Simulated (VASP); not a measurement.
# La (Im-3m) in VASP: a series of runs, part 2 of 2

VASP 6.6.1. Earlier steps stand in the parts before.

**4. Single point, LDA**

This run uses another cell than the first one, of 23.93 Å³/atom.

The input, INCAR:

```
SYSTEM = La
PREC = Accurate ; ENCUT = 500
EDIFF = 1E-6 ; ISMEAR = 0
SIGMA = 0.05 ; LREAL = .False.
LASPH = .True. ; NELM = 200
ALGO = Normal ; ISIF = 2
LWAVE = .False. ; LCHARG = .False.
GGA = CA ; NBANDS = 12
GGA_COMPAT = .False. ; LMAXMIX = 6
```

The input, KPOINTS:

```
regular mesh
0
Gamma
  15 15 15
  0 0 0
```

The input, POSCAR:

```
La
1.0
   -1.8153744669      1.8153744669      1.8153744669
    1.8153744669     -1.8153744669      1.8153744669
    1.8153744669      1.8153744669     -1.8153744669
La
1
Direct
    0.0000000000      0.0000000000      0.0000000000
```

Potentials or basis: VASP PAW LDA potentials, release 64 (La).

On the command line:

```sh
$ cat potpaw_LDA.64/La/POTCAR > POTCAR
$ mpirun -np 1 vasp_std > vasp.out
```

OUTCAR:

```text
SYSTEM = La
   PREC = Accurate
   ENCUT = 500
   EDIFF = 1E-6
   ISMEAR = 0
   LREAL = .False.
   LASPH = .True.
   NELM = 200
   ISIF = 2
   GGA = CA

 ion  position               nearest neighbor table
   1  0.000  0.000  0.000-

  LATTYP: Found a body centered cubic cell.
 ALAT       =     3.6307489338

  Lattice vectors:

 A1 = (  -1.8153744669,   1.8153744669,   1.8153744669)
 A2 = (   1.8153744669,  -1.8153744669,   1.8153744669)
 A3 = (   1.8153744669,   1.8153744669,  -1.8153744669)

Analysis of symmetry for initial positions (statically):
=====================================================================
 Subroutine PRICEL returns:
 Original cell was already a primitive cell.

 Routine SETGRP: Setting up the symmetry group for a
 body centered cubic supercell.

 Subroutine GETGRP returns: Found 48 space group operations
 (whereof 48 operations were pure point group operations)
 out of a pool of 48 trial point group operations.

The static configuration has the point symmetry O_h .

Analysis of symmetry for dynamics (positions and initial velocities):
=====================================================================
 Subroutine PRICEL returns:
 Original cell was already a primitive cell.

 Routine SETGRP: Setting up the symmetry group for a
 body centered cubic supercell.

 Subroutine GETGRP returns: Found 48 space group operations
 (whereof 48 operations were pure point group operations)
 out of a pool of 48 trial point group operations.

The dynamic configuration has the point symmetry O_h .

 Subroutine INISYM returns: Found 48 space group operations
 (whereof 48 operations are pure point group operations),
 and found     1 'primitive' translations

----------------------------------------------------------------------------------------

                                     Primitive cell

  volume of cell :      23.9309

  direct lattice vectors                    reciprocal lattice vectors
    -1.815374467  1.815374467  1.815374467     0.000000000  0.275425269  0.275425269
     1.815374467 -1.815374467  1.815374467     0.275425269  0.000000000  0.275425269
     1.815374467  1.815374467 -1.815374467     0.275425269  0.275425269  0.000000000

  length of vectors
     3.144320811  3.144320811  3.144320811     0.389510150  0.389510150  0.389510150

  position of ions in fractional coordinates (direct lattice)
     0.000000000  0.000000000  0.000000000

  ion indices of the primitive-cell ions
   primitive index   ion index
                 1           1

----------------------------------------------------------------------------------------

 KPOINTS: regular mesh

Automatic generation of k-mesh.
 Grid dimensions read from file:
 generate k-points for:   15   15   15

 Generating k-lattice:

  Cartesian coordinates                     Fractional coordinates (reciprocal lattice)
     0.000000000  0.018361685  0.018361685     0.066666667  0.000000000  0.000000000
     0.018361685  0.000000000  0.018361685     0.000000000  0.066666667  0.000000000
     0.018361685  0.018361685  0.000000000     0.000000000  0.000000000  0.066666667

  Length of vectors
     0.025967343  0.025967343  0.025967343

  Shift w.r.t. Gamma in fractional coordinates (k-lattice)
     0.000000000  0.000000000  0.000000000

 Subroutine IBZKPT returns following result:
 ===========================================

 Found    120 irreducible k-points:

 Following reciprocal coordinates:
            Coordinates               Weight
  0.000000  0.000000  0.000000      1.000000
  0.066667  0.000000  0.000000     12.000000
  0.133333  0.000000  0.000000     12.000000
  0.200000  0.000000  0.000000     12.000000
  0.266667  0.000000  0.000000     12.000000
  0.333333  0.000000  0.000000     12.000000
[... 16 lines left out ...]
  0.333333  0.200000  0.000000     48.000000
  0.400000  0.200000  0.000000     24.000000
 [... further k-points ...]
   k-points           NKPTS =    120   k-points in BZ     NKDIM =    120   number of bands    NBANDS=     12
   number of dos      NEDOS =    301   number of ions     NIONS =      1
   total plane-waves  NPLWV =  13824
   dimension x,y,z NGX =    24 NGY =   24 NGZ =   24
   dimension x,y,z NGXF=    48 NGYF=   48 NGZF=   48
   ions per type =               1
   NGX,Y,Z   is equivalent  to a cutoff of  12.69, 12.69, 12.69 a.u.
   NGXF,Y,Z  is equivalent  to a cutoff of  25.38, 25.38, 25.38 a.u.
 SYSTEM =  La
   PREC   = accura    normal or accurate (medium, high low for compatibility)
   ISTART =      0    job   : 0-new  1-cont  2-samecut
   ICHARG =      2    charge: 1-file 2-atom 10-const
   ISPIN  =      1    spin polarized calculation?
   LNONCOLLINEAR =      F non collinear calculations
   LSORBIT =      F    spin-orbit coupling
   LASPH  =      T    aspherical Exc in radial PAW
   ENCUT  =  500.0 eV  36.75 Ry    6.06 a.u.   5.73  5.73  5.73*2*pi/ulx,y,z
   NELM   =    200;   NELMIN=  2; NELMDL= -5     # of ELM steps
   EDIFF  = 0.1E-05   stopping-criterion for ELM
   LREAL  =      F    real-space projection
   EDIFFG = 0.1E-04   stopping-criterion for IOM
   NSW    =      0    number of steps for IOM
   IBRION =     -1    ionic relax: 0-MD 1-quasi-New 2-CG
   NFREE  =      0    steps in history (QN), initial steepest desc. (CG)
   ISIF   =      2    stress and relaxation
   ISYM   =      2    0-nonsym 1-usesym 2-fastsym
   POTIM  = 0.5000    time-step for ionic-motion
   TEBEG  =    0.0;   TEEND  =   0.0 temperature during run
   PSTRESS=    0.0 pullay stress
   NELECT =      11.0000    total number of electrons
   NUPDOWN=      -1.0000    fix difference up-down
   EMIN   =  10.00;   EMAX   =-10.00  energy-range for DOS
   EFERMI =   0.00;   METHOD = LEGACY
   ISMEAR =     0;   SIGMA  =   0.05  broadening in eV -4-tet -1-fermi 0-gaus
   EFERMI_NEDOS =   21; number of points for ismear=-14 and -15
   IALGO  =     38    algorithm
   IMIX   =      4    mixing-type and parameters
     AMIX     =   0.40;   BMIX     =  1.00
     AMIX_MAG =   1.60;   BMIX_MAG =  1.00
  volume/ion in A,a.u.               =      23.93       161.49
  Fermi-wavevector in a.u.,A,eV,Ry     =   1.263435  2.387546 21.718538  1.596268
  Thomas-Fermi vector in A             =   2.396792
   LORBIT       =      0    0 simple, 1 ext, 2 COOP (PROOUT), +10 PAW based schemes
   GGA     = CA    functional components
   LHFCALC =     F    Hartree Fock is set to
   AEXX    =    0.0000 exact exchange contribution
   IVDW    =     0    specifies the selected vdW correction
   LEPSILON=     F    determine dielectric tensor
   LRPA    =     F    only Hartree local field effects (RPA)
 non-spin polarized calculation
 Gauss-broadening in eV      SIGMA  =   0.05
  energy-cutoff  :      500.00
  volume of cell :       23.93
 maximum number of plane-waves:       620
   NGX = 11   NGY = 11   NGZ = 11

 number of electron      10.9999999 magnetization

 Free energy of the ion-electron system (eV)
  ---------------------------------------------------
  ext. energy  EPLUGINS =         0.00000000
  ---------------------------------------------------
  free energy    TOTEN  =        -5.10432608 eV

  energy without entropy =       -5.10144211  energy(sigma->0) =       -5.10288410

 E-fermi :  12.6486     XC(G=0): -11.6874

 val. band max:       12.6322378813   @ k =   0.2000   0.1333   0.1333
 cond. band min:      12.6677635563   @ k =   0.1333   0.1333   0.0667
 fundamental gap:      0.0355256751
 Fermi energy:        12.6486179896

 k-point     1 :       0.0000    0.0000    0.0000
  band No.  band energies     occupation
      1     -20.0589      2.00000
      2      -1.2487      2.00000
      3      -1.2487      2.00000
      4      -1.2487      2.00000
      5      10.7986      2.00000
      6      14.3850      0.00000
      7      14.3850      0.00000
      8      14.3850      0.00000
      9      14.6184      0.00000
     10      14.6184      0.00000
     11      14.6184      0.00000
     12      16.1276      0.00000
[... 331 lines left out ...]
 k-point    24 :       0.4000    0.2000    0.0000
  band No.  band energies     occupation
      1     -18.9583      2.00000
      2      -5.1126      2.00000
      3      -3.4064      2.00000
      4      -1.7994      2.00000
      5      11.3021      2.00000
      6      12.8409      0.00000
      7      14.6464      0.00000
      8      14.6913      0.00000
      9      15.3513      0.00000
     10      15.8707      0.00000
     11      15.9383      0.00000
     12      16.0117      0.00000

 [... further k-points ...]

------------------------ aborting loop because EDIFF is reached ----------------------------------------

  FORCE on cell =-STRESS in cart. coord.  units (eV):
  Direction    XX          YY          ZZ          XY          YZ          ZX
  --------------------------------------------------------------------------------------
  -------------------------------------------------------------------------------------
  Total        2.2145841      2.2145841      2.2145841     -0.0000000     -0.0000000     -0.0000000
  in kB      148.2668631    148.2668631    148.2668631     -0.0000000     -0.0000000     -0.0000000
  external PRESSURE =     148.2668631 kB  Pullay stress =       0.0000000 kB

 VOLUME and BASIS-vectors are now :
 -----------------------------------------------------------------------------
  energy-cutoff  :      500.00
  volume of cell :       23.93
      direct lattice vectors                 reciprocal lattice vectors
    -1.815374467  1.815374467  1.815374467     0.000000000  0.275425269  0.275425269
     1.815374467 -1.815374467  1.815374467     0.275425269  0.000000000  0.275425269
     1.815374467  1.815374467 -1.815374467     0.275425269  0.275425269  0.000000000

 POSITION                                       TOTAL-FORCE (eV/Angst)
 -----------------------------------------------------------------------------------
      0.00000      0.00000      0.00000        -0.000000     -0.000000     -0.000000
 -----------------------------------------------------------------------------------
    total drift:                                0.000000     -0.000000     -0.000000

  FREE ENERGIE OF THE ION-ELECTRON SYSTEM (eV)
  ---------------------------------------------------
  free  energy   TOTEN  =        -5.1043260828 eV

  energy  without entropy=       -5.1014421138  energy(sigma->0) =       -5.10288410
```

OSZICAR:

```text
N       E                     dE             d eps       ncg     rms          rms(c)
DAV:   1     0.744423607660E+02    0.74442E+02   -0.38271E+03  3080   0.126E+03
DAV:   2     0.100333564382E+00   -0.74342E+02   -0.70089E+02  3328   0.191E+02
DAV:   3    -0.502961035050E+01   -0.51299E+01   -0.47885E+01  4388   0.706E+01
DAV:   4    -0.522474677032E+01   -0.19514E+00   -0.19332E+00  5068   0.104E+01
DAV:   5    -0.523512169297E+01   -0.10375E-01   -0.10348E-01  4724   0.194E+00    0.477E+00
DAV:   6    -0.514874921224E+01    0.86372E-01   -0.50775E-02  5020   0.198E+00    0.266E+00
DAV:   7    -0.510595868780E+01    0.42791E-01   -0.31799E-02  5392   0.128E+00    0.379E-01
DAV:   8    -0.510427648145E+01    0.16822E-02   -0.19072E-03  4428   0.461E-01    0.422E-02
DAV:   9    -0.510432076134E+01   -0.44280E-04   -0.21003E-04  5020   0.833E-02    0.217E-02
DAV:  10    -0.510432462813E+01   -0.38668E-05   -0.14818E-05  4716   0.283E-02    0.494E-03
DAV:  11    -0.510432599244E+01   -0.13643E-05   -0.84653E-07  4028   0.727E-03    0.723E-04
DAV:  12    -0.510432608275E+01   -0.90317E-07   -0.20246E-07  2604   0.385E-03
   1 F= -.51043261E+01 E0= -.51028841E+01  d E =-.288397E-02
```

Wall time 10 s (1 thread of Intel Xeon 6975P-C (Granite Rapids), shared host); peak memory 0.16 GiB.

Results:

| Item | Value |
| --- | --- |
| Free energy | -5.1043 eV |
| Pressure | 14.8 GPa |
| Band gap on the k mesh | zero (an odd number of electrons rules out a gap without spin polarisation) |

Levels at points of the mesh, in eV from the Fermi level:
```
           k point  band 1  band 2  band 3  band 4  band 5  band 6  band 7  band 8  band 9  band 10
(0.00, 0.00, 0.00)  -32.71  -13.90  -13.90  -13.90   -1.85    1.74    1.74    1.74    1.97     1.97
```

Caveat: the cell stands under pressure; spin-orbit coupling is left out, which moves the levels of the heavy elements.

**5. Overview**

```csv
cell,gap on the mesh (eV),pressure (GPa)
"a = 2.914 Å, angles 109.5°, 1 atom",none,44.9
"a = 3.002 Å, angles 109.5°, 1 atom",none,29.8
"a = 3.144 Å, angles 109.5°, 1 atom",none,14.8
```

Alike in all rows: task single point; level LDA; potentials or basis VASP PAW LDA potentials, release 64 (La); no spin polarisation; k mesh 15 × 15 × 15; cutoff (eV) 500; smearing gaussian 0.05 eV.

Caveats: the cell stands under pressure; spin-orbit coupling is left out, which moves the levels of the heavy elements.

Absolute energies hang on the potentials; compare differences alone.
